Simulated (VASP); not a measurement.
# WS2 in VASP: single point with PBE+D3(BJ)

Aim: the single point of WS2 with PBE+D3(BJ).

Everything below comes from runs of VASP 6.6.1. Logs are shortened: lines on timing, memory, paths and dates and some standing lists are left out, and cuts for length are marked.

## 1. The cell of the first run

The cell holds a slab with vacuum, 6 atoms: a = 3.160 Å, b = 3.160 Å, c = 23.804 Å, α = 90.00°, β = 90.00°, γ = 120.00°.

## 2. Single point, PBE+D3(BJ) (layers slid over each other)

The input, INCAR:

```
  ALGO = Normal
  DIPOL = 0.5 0.5 0.402
  EDIFF = 1E-7
  ENCUT = 520
  GGA = PE
  IDIPOL = 3
  ISIF = 2
  ISMEAR = 0
  IVDW = 12
  LASPH = True
  LCHARG = False
  LDIPOL = True
  LREAL = False
  LWAVE = False
  NBANDS = 35
  NELM = 100
  PREC = Accurate
  SIGMA = 0.05
```

The input, KPOINTS:

```
k-points
0
Gamma
  9 9 1
```

The input, POSCAR:

```
WS2
1.0
    3.1595456682      0.0000000000      0.0000000000
   -1.5797728341      2.7362468131      0.0000000000
    0.0000000000      0.0000000000     23.8042574330
S W
4 2
Direct
    0.3333333333      0.6666666667      0.1890418137
    0.3333333333      0.6666666667      0.3214605092
    0.5000000000      1.3333333333      0.4827761903
    0.5000000000      1.3333333333      0.6151948858
    0.6666666667      0.3333333333      0.2552511584
    0.8333333333      1.0000000000      0.5489855349
```

Potentials or basis: VASP PAW PBE potentials, release 64 (S, W_sv).

On the command line:

```bash
$ cat potpaw_PBE.64/S/POTCAR potpaw_PBE.64/W_sv/POTCAR > POTCAR
$ mpirun -np 1 vasp_std > vasp.out
```

OUTCAR:

```text
EDIFF = 1E-7
   ENCUT = 520
   GGA = PE
   ISIF = 2
   ISMEAR = 0
   IVDW = 12
   LASPH = True
   LREAL = False
   NELM = 100
   PREC = Accurate
 IVDW          = 12

 ion  position               nearest neighbor table
   1  0.333  0.667  0.189-   5 2.41   5 2.41   5 2.41
   2  0.333  0.667  0.321-   5 2.41   5 2.41   5 2.41
   3  0.500  0.333  0.483-   6 2.41   6 2.41   6 2.41
   4  0.500  0.333  0.615-   6 2.41   6 2.41   6 2.41
   5  0.667  0.333  0.255-   1 2.41   1 2.41   1 2.41   2 2.41   2 2.41   2 2.41
   6  0.833  0.000  0.549-   3 2.41   3 2.41   3 2.41   4 2.41   4 2.41   4 2.41

  LATTYP: Found a hexagonal cell.
 ALAT       =     3.1595456682
 C/A-ratio  =     7.5340760770

  Lattice vectors:

 A1 = (   3.1595456682,   0.0000000000,   0.0000000000)
 A2 = (  -1.5797728341,   2.7362468131,   0.0000000000)
 A3 = (   0.0000000000,   0.0000000000,  23.8042574330)

Analysis of symmetry for initial positions (statically):
=====================================================================
 Subroutine PRICEL returns:
 Original cell was already a primitive cell.

 Routine SETGRP: Setting up the symmetry group for a
 hexagonal supercell.

 Subroutine GETGRP returns: Found  1 space group operations
 (whereof  1 operations were pure point group operations)
 out of a pool of 24 trial point group operations.

The static configuration has the point symmetry C_1 .

Analysis of symmetry for dynamics (positions and initial velocities):
=====================================================================
 Subroutine PRICEL returns:
 Original cell was already a primitive cell.

 Routine SETGRP: Setting up the symmetry group for a
 hexagonal supercell.

 Subroutine GETGRP returns: Found  1 space group operations
 (whereof  1 operations were pure point group operations)
 out of a pool of 24 trial point group operations.

The dynamic configuration has the point symmetry C_1 .

 Subroutine INISYM returns: Found  1 space group operations
 (whereof  1 operations are pure point group operations),
 and found     1 'primitive' translations

----------------------------------------------------------------------------------------

                                     Primitive cell

  volume of cell :     205.7949

  direct lattice vectors                    reciprocal lattice vectors
     3.159545668  0.000000000  0.000000000     0.316501201  0.182732054  0.000000000
    -1.579772834  2.736246813  0.000000000     0.000000000  0.365464108  0.000000000
     0.000000000  0.000000000 23.804257433     0.000000000  0.000000000  0.042009292

  length of vectors
     3.159545668  3.159545668 23.804257433     0.365464108  0.365464108  0.042009292

  position of ions in fractional coordinates (direct lattice)
     0.333333333  0.666666667  0.189041814
     0.333333333  0.666666667  0.321460509
     0.500000000  0.333333333  0.482776190
     0.500000000  0.333333333  0.615194886
     0.666666667  0.333333333  0.255251158
     0.833333333  0.000000000  0.548985535

  ion indices of the primitive-cell ions
   primitive index   ion index
                 1           1
                 2           2
                 3           3
                 4           4
                 5           5
                 6           6

----------------------------------------------------------------------------------------

 KPOINTS: k-points

Automatic generation of k-mesh.
 Grid dimensions read from file:
 generate k-points for:    9    9    1

 Generating k-lattice:

  Cartesian coordinates                     Fractional coordinates (reciprocal lattice)
     0.035166800  0.020303562  0.000000000     0.111111111 -0.000000000  0.000000000
     0.000000000  0.040607123  0.000000000     0.000000000  0.111111111  0.000000000
     0.000000000  0.000000000  0.042009292     0.000000000  0.000000000  1.000000000

  Length of vectors
     0.040607123  0.040607123  0.042009292

  Shift w.r.t. Gamma in fractional coordinates (k-lattice)
     0.000000000  0.000000000  0.000000000

 Subroutine IBZKPT returns following result:
 ===========================================

 Found     41 irreducible k-points:

 Following reciprocal coordinates:
            Coordinates               Weight
  0.000000  0.000000  0.000000      1.000000
  0.111111  0.000000  0.000000      2.000000
  0.000000  0.111111  0.000000      2.000000
 -0.111111  0.111111  0.000000      2.000000
  0.222222 -0.000000  0.000000      2.000000
  0.000000  0.222222  0.000000      2.000000
[... 16 lines left out ...]
  0.333333  0.111111  0.000000      2.000000
 -0.111111  0.444444  0.000000      2.000000
 [... further k-points ...]
   k-points           NKPTS =     41   k-points in BZ     NKDIM =     41   number of bands    NBANDS=     35
   number of dos      NEDOS =    301   number of ions     NIONS =      6
   total plane-waves  NPLWV = 103680
   dimension x,y,z NGX =    24 NGY =   24 NGZ =  180
   dimension x,y,z NGXF=    48 NGYF=   48 NGZF=  360
   ions per type =               4   2
   NGX,Y,Z   is equivalent  to a cutoff of  12.63, 12.63, 12.57 a.u.
   NGXF,Y,Z  is equivalent  to a cutoff of  25.26, 25.26, 25.14 a.u.
 SYSTEM =  unknown system
   PREC   = accura    normal or accurate (medium, high low for compatibility)
   ISTART =      0    job   : 0-new  1-cont  2-samecut
   ICHARG =      2    charge: 1-file 2-atom 10-const
   ISPIN  =      1    spin polarized calculation?
   LNONCOLLINEAR =      F non collinear calculations
   LSORBIT =      F    spin-orbit coupling
   LASPH  =      T    aspherical Exc in radial PAW
   ENCUT  =  520.0 eV  38.22 Ry    6.18 a.u.   5.87  5.87 44.26*2*pi/ulx,y,z
   NELM   =    100;   NELMIN=  2; NELMDL= -5     # of ELM steps
   EDIFF  = 0.1E-06   stopping-criterion for ELM
   LREAL  =      F    real-space projection
   EDIFFG = 0.1E-05   stopping-criterion for IOM
   NSW    =      0    number of steps for IOM
   IBRION =     -1    ionic relax: 0-MD 1-quasi-New 2-CG
   NFREE  =      0    steps in history (QN), initial steepest desc. (CG)
   ISIF   =      2    stress and relaxation
   ISYM   =      2    0-nonsym 1-usesym 2-fastsym
   POTIM  = 0.5000    time-step for ionic-motion
   TEBEG  =    0.0;   TEEND  =   0.0 temperature during run
   PSTRESS=    0.0 pullay stress
   NELECT =      52.0000    total number of electrons
   NUPDOWN=      -1.0000    fix difference up-down
   EMIN   =  10.00;   EMAX   =-10.00  energy-range for DOS
   EFERMI =   0.00;   METHOD = LEGACY
   ISMEAR =     0;   SIGMA  =   0.05  broadening in eV -4-tet -1-fermi 0-gaus
   EFERMI_NEDOS =   21; number of points for ismear=-14 and -15
   IALGO  =     38    algorithm
   IMIX   =      4    mixing-type and parameters
     AMIX     =   0.40;   BMIX     =  1.00
     AMIX_MAG =   1.60;   BMIX_MAG =  1.00
  volume/ion in A,a.u.               =      34.30       231.46
  Fermi-wavevector in a.u.,A,eV,Ry     =   1.034978  1.955825 14.574280  1.071179
  Thomas-Fermi vector in A             =   2.169299
   LORBIT       =      0    0 simple, 1 ext, 2 COOP (PROOUT), +10 PAW based schemes
   GGA     = PE    functional components
   LHFCALC =     F    Hartree Fock is set to
   AEXX    =    0.0000 exact exchange contribution
   IVDW    =    12    specifies the selected vdW correction
   LEPSILON=     F    determine dielectric tensor
   LRPA    =     F    only Hartree local field effects (RPA)
 non-spin polarized calculation
 Gauss-broadening in eV      SIGMA  =   0.05
  energy-cutoff  :      520.00
  volume of cell :      205.79
 maximum number of plane-waves:      5566
   NGX = 11   NGY = 11   NGZ = 89

 dipolmoment           0.000000      0.000000     -0.000197 electrons x Angstroem

 number of electron      51.9999994 magnetization

 dipolmoment           0.000000      0.000000      0.000261 electrons x Angstroem

 Free energy of the ion-electron system (eV)
  ---------------------------------------------------
  ext. energy  EPLUGINS =         0.00000000
  ---------------------------------------------------
  free energy    TOTEN  =       -47.33425829 eV

  energy without entropy =      -47.33425829  energy(sigma->0) =      -47.33425829

 E-fermi :   1.1368     XC(G=0):  -6.2099

 val. band max:        0.8687206632   @ k =   0.0000   0.0000   0.0000
 cond. band min:       2.7328846431   @ k =   0.3333   0.3333   0.0000
 fundamental gap:      1.8641639799
 Fermi energy:         1.1368226521

 k-point     1 :       0.0000    0.0000    0.0000
  band No.  band energies     occupation
      1     -73.1976      2.00000
      2     -73.1925      2.00000
      3     -37.4493      2.00000
      4     -37.4441      2.00000
      5     -37.2751      2.00000
      6     -37.2750      2.00000
[... 27 lines left out ...]
     34       3.8885      0.00000
     35       5.8455      0.00000

 k-point     2 :       0.1111    0.0000    0.0000
  band No.  band energies     occupation
      1     -73.1954      2.00000
      2     -73.1903      2.00000
      3     -37.4416      2.00000
      4     -37.4364      2.00000
      5     -37.3178      2.00000
      6     -37.3127      2.00000
[... 27 lines left out ...]
     34       4.1189      0.00000
     35       6.2110      0.00000

 k-point     3 :       0.0000    0.1111    0.0000
  band No.  band energies     occupation
      1     -73.1954      2.00000
      2     -73.1903      2.00000
      3     -37.4416      2.00000
      4     -37.4364      2.00000
      5     -37.3178      2.00000
      6     -37.3127      2.00000
[... 27 lines left out ...]
     34       4.1148      0.00000
     35       6.2111      0.00000
[... 723 lines left out ...]
 k-point    23 :       0.3333    0.1111    0.0000
  band No.  band energies     occupation
      1     -73.1806      2.00000
      2     -73.1755      2.00000
      3     -37.5827      2.00000
      4     -37.5776      2.00000
      5     -37.3886      2.00000
      6     -37.3834      2.00000
[... 27 lines left out ...]
     34       5.5583      0.00000
     35       7.1067      0.00000

 k-point    24 :      -0.1111    0.4444    0.0000
  band No.  band energies     occupation
      1     -73.1806      2.00000
      2     -73.1755      2.00000
      3     -37.5827      2.00000
      4     -37.5776      2.00000
      5     -37.3886      2.00000
      6     -37.3834      2.00000
[... 27 lines left out ...]
     34       5.5442      0.00000
     35       7.1419      0.00000

 [... further k-points ...]

------------------------ aborting loop because EDIFF is reached ----------------------------------------

 vacuum level on the upper side and lower side of the slab       (xc-potential included)        -0.138        -0.143

 Edisp (eV)   -2.05353

 E8    (eV) :    -0.8930

  FORCE on cell =-STRESS in cart. coord.  units (eV):
  Direction    XX          YY          ZZ          XY          YZ          ZX
  --------------------------------------------------------------------------------------
  -------------------------------------------------------------------------------------
  Total      -0.19621    -0.19345    -0.67314    -0.00832    -0.01248     0.02144
  in kB      -1.52759    -1.50607    -5.24062    -0.06478    -0.09715     0.16692
  external pressure =       -2.76 kB  Pullay stress =        0.00 kB

 VOLUME and BASIS-vectors are now :
 -----------------------------------------------------------------------------
  energy-cutoff  :      520.00
  volume of cell :      205.79
      direct lattice vectors                 reciprocal lattice vectors
     3.159545668  0.000000000  0.000000000     0.316501201  0.182732054  0.000000000
    -1.579772834  2.736246813  0.000000000     0.000000000  0.365464108  0.000000000
     0.000000000  0.000000000 23.804257433     0.000000000  0.000000000  0.042009292

 POSITION                                       TOTAL-FORCE (eV/Angst)
 -----------------------------------------------------------------------------------
     -0.00000      1.82416      4.50000         0.000303      0.000021      0.003634
     -0.00000      1.82416      7.65213        -0.004331      0.002189      0.072743
      1.05318      0.91208     11.49213         0.003488     -0.002380     -0.072006
      1.05318      0.91208     14.64426         0.000184      0.000073     -0.003397
      1.57977      0.91208      6.07606        -0.000788      0.000595      0.039240
      2.63295      0.00000     13.06819         0.001143     -0.000498     -0.040213
 -----------------------------------------------------------------------------------
    total drift:                               -0.000012      0.000001      0.000099

  FREE ENERGIE OF THE ION-ELECTRON SYSTEM (eV)
  ---------------------------------------------------
  free  energy   TOTEN  =       -49.3877834601 eV

  energy  without entropy=      -49.3877834601  energy(sigma->0) =      -49.38778346

 vacuum level on the upper side and lower side of the slab         6.343         6.339
```

It took 3.2 min on 1 thread of Intel Xeon 6975P-C (Granite Rapids), shared host; peak memory 0.44 GiB.

Results:

```
Free energy                : -49.3878 eV
Largest force              : 0.073 eV/Å
Band gap on the k mesh     : 1.86 eV (least direct gap 1.92 eV)
Dispersion energy per atom : -0.342 eV
```

Forces in eV/Å, atoms in the order of the input:
```
S    0.000  0.000  0.004
S   -0.004  0.002  0.073
S    0.003 -0.002 -0.072
S    0.000  0.000 -0.003
W   -0.001  0.001  0.039
W    0.001  0.000 -0.040
```

Caveat: the cell differs from its parent crystal (layers slid over each other); spin-orbit coupling is left out, which moves the levels of the heavy elements.
